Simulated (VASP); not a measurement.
Input of a VASP 6.6.1 run:

Contents of INCAR:

```
  ALGO = Normal
  EDIFF = 1E-6
  ENCUT = 520
  GGA = RE
  ISIF = 2
  ISMEAR = -1
  LASPH = True
  LCHARG = True
  LELF = True
  LREAL = False
  LVHAR = True
  LWAVE = False
  NBANDS = 17
  NELM = 100
  PREC = Accurate
  SIGMA = 0.1
```

The input KPOINTS:

```
k-points
0
Gamma
  11 11 11
```

The input POSCAR:

```
Ni
1.0
    0.0000000000      2.5713074402      2.5713074402
    2.5713074402      0.0000000000      2.5713074402
    2.5713074402      2.5713074402      0.0000000000
Ni
2
Direct
    0.1250000000      0.1250000000      0.1250000000
    0.8750000000      0.8750000000      0.8750000000
```

Potentials or basis: VASP PAW PBE potentials, release 64 (Ni).

Launch:

```console
$ cat potpaw_PBE.64/Ni/POTCAR > POTCAR
$ mpirun -np 1 vasp_std > vasp.out
```

Q: Predict the pressure.

A: 0.1 GPa.

Q: Predict the band gap on the k mesh.

A: Zero (band 10 reaches 4.46 eV, above the bottom of band 11 at 4.18 eV).

Caveat: the PAW data sets were made with another functional, which shifts forces and pressure a little; the run has no spin polarisation, though such a crystal can be magnetic. Spin polarisation is off, so any magnetic state and its effect on volume and gap are missing.
